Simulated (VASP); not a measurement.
# AlCo (P4/mmm) in VASP: further runs

AlCo is run at these levels: PBEsol; tasks: single point.

All numbers are computed with VASP 6.6.1; they aren't measurements. Logs are shortened: lines on timing, memory, paths and dates and some standing lists are left out, and cuts for length are marked.

## (1) The cell of the first run

Symmetry: P4/mmm, No. 123, tetragonal system. Conventional cell: a = 2.738 Å, b = 2.738 Å, c = 2.823 Å, α = 90.00°, β = 90.00°, γ = 90.00°. Al (site symmetry 4/mmm) has 8 Co at 2.40 Å and 6 Al at 2.74 to 2.82 Å within 3.2 Å. Within 3.2 Å of Co (site symmetry 4/mmm) lie 8 Al at 2.40 Å and 6 Co at 2.74 to 2.82 Å.

## (2) Single point, PBEsol (strain -0.0300 x Voigt [1, 1, 0, 0, 0, 0])

INCAR

```
SYSTEM = AlCo
PREC = Accurate ; ENCUT = 520
EDIFF = 1E-6 ; ISMEAR = 0
SIGMA = 0.15 ; LREAL = .False.
LASPH = .True. ; NELM = 60
ALGO = Fast ; ISIF = 2
LWAVE = .False. ; LCHARG = .False.
GGA = PS ; NBANDS = 13
```

KPOINTS

```
regular mesh
0
Gamma
  22 22 22
  0 0 0
```

POSCAR

```
AlCo
1.0
    2.7379079696      0.0000000000      0.0000000000
    0.0000000000      2.7379079696      0.0000000000
    0.0000000000      0.0000000000      2.8225855357
Al Co
1 1
Direct
    0.0000000000      0.0000000000      0.0000000000
    0.5000000000      0.5000000000      0.5000000000
```

Potentials or basis: VASP PAW PBE potentials, release 64 (Al, Co).

The run is started by

```console
$ cat potpaw_PBE.64/Al/POTCAR potpaw_PBE.64/Co/POTCAR > POTCAR
$ mpirun -np 1 vasp_std > vasp.out
```

OUTCAR:

```text
SYSTEM = AlCo
   PREC = Accurate
   ENCUT = 520
   EDIFF = 1E-6
   ISMEAR = 0
   LREAL = .False.
   LASPH = .True.
   NELM = 60
   ISIF = 2
   GGA = PS

 ion  position               nearest neighbor table
   1  0.000  0.000  0.000-   2 2.40   2 2.40   2 2.40   2 2.40   2 2.40   2 2.40   2 2.40   2 2.40

   2  0.500  0.500  0.500-   1 2.40   1 2.40   1 2.40   1 2.40   1 2.40   1 2.40   1 2.40   1 2.40

  LATTYP: Found a simple tetragonal cell.
 ALAT       =     2.7379079696
 C/A-ratio  =     1.0309278351

  Lattice vectors:

 A1 = (   2.7379079696,   0.0000000000,   0.0000000000)
 A2 = (   0.0000000000,   2.7379079696,   0.0000000000)
 A3 = (   0.0000000000,   0.0000000000,   2.8225855357)

Analysis of symmetry for initial positions (statically):
=====================================================================
 Subroutine PRICEL returns:
 Original cell was already a primitive cell.

 Routine SETGRP: Setting up the symmetry group for a
 simple tetragonal supercell.

 Subroutine GETGRP returns: Found 16 space group operations
 (whereof 16 operations were pure point group operations)
 out of a pool of 16 trial point group operations.

The static configuration has the point symmetry D_4h.

Analysis of symmetry for dynamics (positions and initial velocities):
=====================================================================
 Subroutine PRICEL returns:
 Original cell was already a primitive cell.

 Routine SETGRP: Setting up the symmetry group for a
 simple tetragonal supercell.

 Subroutine GETGRP returns: Found 16 space group operations
 (whereof 16 operations were pure point group operations)
 out of a pool of 16 trial point group operations.

The dynamic configuration has the point symmetry D_4h.

 Subroutine INISYM returns: Found 16 space group operations
 (whereof 16 operations are pure point group operations),
 and found     1 'primitive' translations

----------------------------------------------------------------------------------------

                                     Primitive cell

  volume of cell :      21.1585

  direct lattice vectors                    reciprocal lattice vectors
     2.737907970  0.000000000  0.000000000     0.365242372  0.000000000  0.000000000
     0.000000000  2.737907970  0.000000000     0.000000000  0.365242372  0.000000000
     0.000000000  0.000000000  2.822585536     0.000000000  0.000000000  0.354285100

  length of vectors
     2.737907970  2.737907970  2.822585536     0.365242372  0.365242372  0.354285100

  position of ions in fractional coordinates (direct lattice)
     0.000000000  0.000000000  0.000000000
     0.500000000  0.500000000  0.500000000

  ion indices of the primitive-cell ions
   primitive index   ion index
                 1           1
                 2           2

----------------------------------------------------------------------------------------

 KPOINTS: regular mesh

Automatic generation of k-mesh.
 Grid dimensions read from file:
 generate k-points for:   22   22   22

 Generating k-lattice:

  Cartesian coordinates                     Fractional coordinates (reciprocal lattice)
     0.016601926  0.000000000  0.000000000     0.045454545  0.000000000  0.000000000
     0.000000000  0.016601926  0.000000000     0.000000000  0.045454545  0.000000000
     0.000000000  0.000000000  0.016103868     0.000000000  0.000000000  0.045454545

  Length of vectors
     0.016601926  0.016601926  0.016103868

  Shift w.r.t. Gamma in fractional coordinates (k-lattice)
     0.000000000  0.000000000  0.000000000

 Subroutine IBZKPT returns following result:
 ===========================================

 Found    936 irreducible k-points:

 Following reciprocal coordinates:
            Coordinates               Weight
  0.000000  0.000000  0.000000      1.000000
  0.045455  0.000000  0.000000      4.000000
  0.090909  0.000000  0.000000      4.000000
  0.136364  0.000000  0.000000      4.000000
  0.181818  0.000000  0.000000      4.000000
  0.227273  0.000000  0.000000      4.000000
[... 16 lines left out ...]
  0.500000  0.045455  0.000000      4.000000
  0.090909  0.090909  0.000000      4.000000
 [... further k-points ...]
   k-points           NKPTS =    936   k-points in BZ     NKDIM =    936   number of bands    NBANDS=     13
   number of dos      NEDOS =    301   number of ions     NIONS =      2
   total plane-waves  NPLWV =   9600
   dimension x,y,z NGX =    20 NGY =   20 NGZ =   24
   dimension x,y,z NGXF=    40 NGYF=   40 NGZF=   48
   ions per type =               1   1
   NGX,Y,Z   is equivalent  to a cutoff of  12.14, 12.14, 14.14 a.u.
   NGXF,Y,Z  is equivalent  to a cutoff of  24.29, 24.29, 28.27 a.u.
 SYSTEM =  AlCo
   PREC   = accura    normal or accurate (medium, high low for compatibility)
   ISTART =      0    job   : 0-new  1-cont  2-samecut
   ICHARG =      2    charge: 1-file 2-atom 10-const
   ISPIN  =      1    spin polarized calculation?
   LNONCOLLINEAR =      F non collinear calculations
   LSORBIT =      F    spin-orbit coupling
   LASPH  =      T    aspherical Exc in radial PAW
   ENCUT  =  520.0 eV  38.22 Ry    6.18 a.u.   5.09  5.09  5.25*2*pi/ulx,y,z
   NELM   =     60;   NELMIN=  2; NELMDL= -5     # of ELM steps
   EDIFF  = 0.1E-05   stopping-criterion for ELM
   LREAL  =      F    real-space projection
   EDIFFG = 0.1E-04   stopping-criterion for IOM
   NSW    =      0    number of steps for IOM
   IBRION =     -1    ionic relax: 0-MD 1-quasi-New 2-CG
   NFREE  =      0    steps in history (QN), initial steepest desc. (CG)
   ISIF   =      2    stress and relaxation
   ISYM   =      2    0-nonsym 1-usesym 2-fastsym
   POTIM  = 0.5000    time-step for ionic-motion
   TEBEG  =    0.0;   TEEND  =   0.0 temperature during run
   PSTRESS=    0.0 pullay stress
   NELECT =      12.0000    total number of electrons
   NUPDOWN=      -1.0000    fix difference up-down
   EMIN   =  10.00;   EMAX   =-10.00  energy-range for DOS
   EFERMI =   0.00;   METHOD = LEGACY
   ISMEAR =     0;   SIGMA  =   0.15  broadening in eV -4-tet -1-fermi 0-gaus
   EFERMI_NEDOS =   21; number of points for ismear=-14 and -15
   IALGO  =     68    algorithm
   IMIX   =      4    mixing-type and parameters
     AMIX     =   0.40;   BMIX     =  1.00
     AMIX_MAG =   1.60;   BMIX_MAG =  1.00
  volume/ion in A,a.u.               =      10.58        71.39
  Fermi-wavevector in a.u.,A,eV,Ry     =   1.355107  2.560781 24.984589  1.836315
  Thomas-Fermi vector in A             =   2.482223
   LORBIT       =      0    0 simple, 1 ext, 2 COOP (PROOUT), +10 PAW based schemes
   GGA     = PS    functional components
   LHFCALC =     F    Hartree Fock is set to
   AEXX    =    0.0000 exact exchange contribution
   IVDW    =     0    specifies the selected vdW correction
   LEPSILON=     F    determine dielectric tensor
   LRPA    =     F    only Hartree local field effects (RPA)
 non-spin polarized calculation
 RMM-DIIS sequential band-by-band and
 Gauss-broadening in eV      SIGMA  =   0.15
  energy-cutoff  :      520.00
  volume of cell :       21.16
 maximum number of plane-waves:       590
   NGX = 11   NGY = 11   NGZ = 11

 number of electron      12.0000006 magnetization

 Free energy of the ion-electron system (eV)
  ---------------------------------------------------
  ext. energy  EPLUGINS =         0.00000000
  ---------------------------------------------------
  free energy    TOTEN  =       -13.02400220 eV

  energy without entropy =      -13.01518504  energy(sigma->0) =      -13.01959362

 E-fermi :  11.6612     XC(G=0): -12.8325

 val. band max:       11.6605707903   @ k =   0.2727   0.0000   0.5000
 cond. band min:      11.6621246565   @ k =   0.3636   0.3636   0.4545
 fundamental gap:      0.0015538662
 Fermi energy:        11.6611809222

 k-point     1 :       0.0000    0.0000    0.0000
  band No.  band energies     occupation
      1       0.0062      2.00000
      2       8.2566      2.00000
      3       8.3171      2.00000
      4      10.7355      2.00000
      5      10.7355      2.00000
      6      10.8611      2.00000
      7      17.3583      0.00000
      8      18.5304      0.00000
      9      18.5304      0.00000
     10      20.6942      0.00000
     11      20.9319      0.00000
     12      28.6892      0.00000
     13      34.2145      0.00000

 k-point     2 :       0.0455    0.0000    0.0000
  band No.  band energies     occupation
      1       0.0489      2.00000
      2       8.2665      2.00000
      3       8.3204      2.00000
      4      10.7071      2.00000
      5      10.7383      2.00000
      6      10.8370      2.00000
      7      17.4211      0.00000
      8      18.0114      0.00000
      9      18.5889      0.00000
     10      20.7234      0.00000
     11      21.3770      0.00000
     12      28.8276      0.00000
     13      33.5966      0.00000

 k-point     3 :       0.0909    0.0000    0.0000
  band No.  band energies     occupation
      1       0.1766      2.00000
      2       8.2835      2.00000
      3       8.3375      2.00000
      4      10.6265      2.00000
      5      10.7466      2.00000
      6      10.7680      2.00000
      7      17.0102      0.00000
      8      17.6053      0.00000
      9      18.7610      0.00000
     10      20.7072      0.00000
     11      22.2573      0.00000
     12      29.2487      0.00000
     13      32.4689      0.00000

 k-point     4 :       0.1364    0.0000    0.0000
  band No.  band energies     occupation
      1       0.3884      2.00000
      2       8.2713      2.00000
      3       8.3887      2.00000
      4      10.5049      2.00000
      5      10.6629      2.00000
      6      10.7598      2.00000
      7      15.9365      0.00000
      8      17.8998      0.00000
      9      19.0384      0.00000
     10      20.6689      0.00000
     11      23.1400      0.00000
     12      29.9590      0.00000
     13      31.2945      0.00000

 k-point     5 :       0.1818    0.0000    0.0000
  band No.  band energies     occupation
      1       0.6823      2.00000
      2       8.2086      2.00000
      3       8.4666      2.00000
      4      10.3576      2.00000
      5      10.5339      2.00000
      6      10.7767      2.00000
      7      14.9121      0.00000
      8      18.2902      0.00000
      9      19.4094      0.00000
     10      20.6147      0.00000
     11      23.9246      0.00000
     12      30.1274      0.00000
     13      31.0189      0.00000
[... 257 lines left out ...]
 k-point    22 :       0.4545    0.0455    0.0000
  band No.  band energies     occupation
      1       3.9913      2.00000
      2       5.4630      2.00000
      3       8.9788      2.00000
      4       9.6517      2.00000
      5       9.8751      2.00000
      6      10.8513      2.00000
      7      12.0521      0.00023
      8      20.1077      0.00000
      9      21.8715      0.00000
     10      22.5669      0.00000
     11      24.2590      0.00000
     12      24.9597      0.00000
     13      27.8061      0.00000

 k-point    23 :       0.5000    0.0455    0.0000
  band No.  band energies     occupation
      1       4.6723      2.00000
      2       4.7687      2.00000
      3       8.9955      2.00000
      4       9.6333      2.00000
      5       9.8584      2.00000
      6      10.8543      2.00000
      7      12.0212      0.00069
      8      20.1123      0.00000
      9      22.1960      0.00000
     10      22.8088      0.00000
     11      23.8873      0.00000
     12      24.6578      0.00000
     13      28.1678      0.00000

 k-point    24 :       0.0909    0.0909    0.0000
  band No.  band energies     occupation
      1       0.3461      2.00000
      2       8.3321      2.00000
      3       8.3422      2.00000
      4      10.6110      2.00000
      5      10.6654      2.00000
      6      10.6674      2.00000
      7      16.8854      0.00000
      8      17.5649      0.00000
      9      17.8492      0.00000
     10      21.2942      0.00000
     11      23.1070      0.00000
     12      29.7254      0.00000
     13      31.6151      0.00000

 [... further k-points ...]
[... 5 lines left out ...]
  --------------------------------------------------------------------------------------
  -------------------------------------------------------------------------------------
  Total        1.9615418      1.9615418      1.2239659      0.0000000      0.0000000      0.0000000
  in kB      148.5331368    148.5331368     92.6819326      0.0000000      0.0000000      0.0000000
  external PRESSURE =     129.9160688 kB  Pullay stress =       0.0000000 kB

 VOLUME and BASIS-vectors are now :
 -----------------------------------------------------------------------------
  energy-cutoff  :      520.00
  volume of cell :       21.16
      direct lattice vectors                 reciprocal lattice vectors
     2.737907970  0.000000000  0.000000000     0.365242372  0.000000000  0.000000000
     0.000000000  2.737907970  0.000000000     0.000000000  0.365242372  0.000000000
     0.000000000  0.000000000  2.822585536     0.000000000  0.000000000  0.354285100

 POSITION                                       TOTAL-FORCE (eV/Angst)
 -----------------------------------------------------------------------------------
      0.00000      0.00000      0.00000         0.000000      0.000000      0.000000
      1.36895      1.36895      1.41129         0.000000      0.000000      0.000000
 -----------------------------------------------------------------------------------
    total drift:                               -0.000000      0.000000      0.000000

  FREE ENERGIE OF THE ION-ELECTRON SYSTEM (eV)
  ---------------------------------------------------
  free  energy   TOTEN  =       -13.0240021999 eV

  energy  without entropy=      -13.0151850425  energy(sigma->0) =      -13.01959362
```

It took 1.9 min on 1 thread of AMD EPYC 9R45 (Zen 5), shared host; peak memory 0.34 GiB.

What came out:

* Free energy: -13.0240 eV
* Pressure: 13.0 GPa
* Band gap on the k mesh: zero (band 6 reaches 13.98 eV, above the bottom of band 7 at 11.38 eV)

Levels at points of the mesh, in eV from the Fermi level:
```tsv
k point	band 3	band 4	band 5	band 6	band 7	band 8	band 9	band 10
(0.00, 0.00, 0.00)	-3.34	-0.93	-0.93	-0.80	5.70	6.87	6.87	9.03
(0.50, 0.00, 0.00)	-2.68	-2.03	-1.79	-0.78	0.36	8.54	10.46	11.53
(0.50, 0.50, 0.00)	-2.67	-2.67	-1.78	-1.78	-0.16	2.93	4.30	13.33
(0.00, 0.00, 0.50)	-2.73	-1.80	-1.80	-0.69	0.05	8.57	11.44	11.44
(0.50, 0.00, 0.50)	-2.99	-2.80	-1.61	-1.58	-0.28	2.64	3.99	14.15
(0.50, 0.50, 0.50)	-4.32	-0.26	-0.13	2.32	2.46	2.46	5.05	5.79
```

Caveat: the cell differs from its parent crystal (strain -0.0300 x Voigt [1, 1, 0, 0, 0, 0]); the PAW data sets were made with another functional, which shifts forces and pressure a little. Spin polarisation is off, so any magnetic state and its effect on volume and gap are missing.

## (3) Single point, PBEsol (strain -0.0150 x Voigt [1, 1, 0, 0, 0, 0])

INCAR

```
PREC = Accurate
ENCUT = 520
EDIFF = 1E-6
ISMEAR = 0
SIGMA = 0.15
LREAL = False
LASPH = True
NELM = 100
ALGO = Fast
ISIF = 2
LWAVE = False
LCHARG = False
GGA = PS
NBANDS = 13
```

KPOINTS

```
regular mesh
0
Gamma
  22 22 22
```

POSCAR

```
AlCo
1.0
    2.7802467527      0.0000000000      0.0000000000
    0.0000000000      2.7802467527      0.0000000000
    0.0000000000      0.0000000000      2.8225855357
Al Co
1 1
Direct
    0.0000000000      0.0000000000      0.0000000000
    0.5000000000      0.5000000000      0.5000000000
```

Potentials or basis: VASP PAW PBE potentials, release 64 (Al, Co).

The run is started by

```console
$ cat potpaw_PBE.64/Al/POTCAR potpaw_PBE.64/Co/POTCAR > POTCAR
$ mpirun -np 1 vasp_std > vasp.out
```

Run time: 2.5 min. Hardware: 1 thread of AMD EPYC 9R45 (Zen 5), shared host; peak memory 0.35 GiB.

Results (log left out):

| Property | Result |
| --- | --- |
| Free energy | -13.0707 eV |
| Pressure | 5.9 GPa |
| Band gap on the k mesh | zero (band 6 reaches 13.59 eV, above the bottom of band 7 at 10.97 eV) |

Stress tensor (GPa, compression positive):
```
6.75 0.00 0.00
0.00 6.75 0.00
0.00 0.00 4.05
```

Levels at points of the mesh, in eV from the Fermi level:
```csv
k point,band 2,band 3,band 4,band 5,band 6,band 7,band 8,band 9,band 10,band 11
"(0.00, 0.00, 0.00)",-3.25,-3.23,-0.89,-0.89,-0.83,5.91,6.48,6.48,8.96,9.07
"(0.50, 0.00, 0.00)",-6.89,-2.59,-1.89,-1.78,-0.76,0.27,8.50,10.61,11.13,12.09
"(0.50, 0.50, 0.00)",-3.29,-2.70,-2.70,-1.66,-1.66,-0.22,2.70,3.98,13.21,16.12
"(0.00, 0.00, 0.50)",-6.96,-2.61,-1.78,-1.78,-0.71,0.12,8.51,11.09,11.09,12.38
"(0.50, 0.00, 0.50)",-3.32,-2.86,-2.76,-1.58,-1.57,-0.27,2.56,3.83,13.61,16.42
"(0.50, 0.50, 0.50)",-4.19,-4.19,-0.24,-0.18,2.35,2.41,2.41,4.73,5.66,5.66
```

Caveat: the cell differs from its parent crystal (strain -0.0150 x Voigt [1, 1, 0, 0, 0, 0]); the PAW data sets were made with another functional, which shifts forces and pressure a little.

(Part 1 of 2 ends here.)
